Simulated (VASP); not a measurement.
GeIrPt6: single point with PBE

Crystal: GeIrPt6.

```
CELL_PARAMETERS angstrom
5.05209 0.00000 0.00000
0.00000 5.05209 0.00000
0.00000 0.00000 5.05209
ATOMIC_POSITIONS crystal
Ge 0.00000 0.00000 0.00000
Ir 0.50000 0.50000 0.50000
Pt 0.00000 0.50000 0.74947
Pt 0.50000 0.25053 0.00000
Pt 0.74947 0.00000 0.50000
Pt 0.00000 0.50000 0.25053
Pt 0.50000 0.74947 0.00000
Pt 0.25053 0.00000 0.50000
```

- Program: VASP 6.6.1
- Task: single point
- Functional: PBE
- Potentials or basis: VASP PAW PBE potentials, release 64 (Ge_d, Ir, Pt)
- Cutoff: 500 eV
- k mesh: 3 × 3 × 3
- Occupations: gaussian, width 0.2 eV
- Spin: no spin polarisation

The pressure is -0.4 GPa. The largest force is 0.020 eV/Å.

Forces on the atoms (eV/Å):
```
Ge   0.000  0.000  0.000
Ir   0.000  0.000  0.000
Pt   0.000  0.000 -0.020
Pt   0.000  0.020  0.000
Pt  -0.020  0.000  0.000
Pt   0.000  0.000  0.020
Pt   0.000 -0.020  0.000
Pt   0.020  0.000  0.000
```

Levels at points of the mesh, in eV from the Fermi level:
| k point | band 38 | band 39 | band 40 | band 41 | band 42 | band 43 | band 44 | band 45 |
| --- | --- | --- | --- | --- | --- | --- | --- | --- |
| (0.00, 0.00, 0.00) | -0.51 | -0.05 | 0.04 | 0.04 | 0.04 | 1.64 | 1.64 | 1.64 |

Wall time 49 s on 1 thread of AMD EPYC 7R43 64-Core Processor (Zen 3), with other jobs on the host, peak memory 0.21 GiB.

Caveat: the k points lie up to 0.41 Å⁻¹ apart; spin-orbit coupling is left out, which moves the levels of the heavy elements.
